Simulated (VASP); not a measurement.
Runs of VASP 6.6.1 on Os. The structure is that of space group Fm-3m (No. 225), or close to it. The cells are those of the table. 

```csv
cell,gap on the mesh (eV),pressure (GPa)
"a = 2.364 Å, angles 60.0°, 1 atom",none,428.1
"a = 2.537 Å, angles 60.0°, 1 atom",none,120.4
"a = 2.454 Å, angles 60.0°, 1 atom",none,(a)
"a = 2.615 Å, angles 60.0°, 1 atom",none,47.1
```

Alike in all rows: task single point; level LDA; potentials or basis VASP PAW LDA potentials, release 64 (Os); no spin polarisation; k mesh 19 × 19 × 19; cutoff (eV) 520; smearing fermi-dirac 0.08 eV.

Problem. Estimate the missing entries.

Solution. (a) 237.8.

Caveats: spin-orbit coupling is left out, which moves the levels of the heavy elements.

A k mesh can miss the band edges, and the runs leave out spin-orbit coupling on Os.

A gap of «none» marks levels without a gap at the run's occupations.
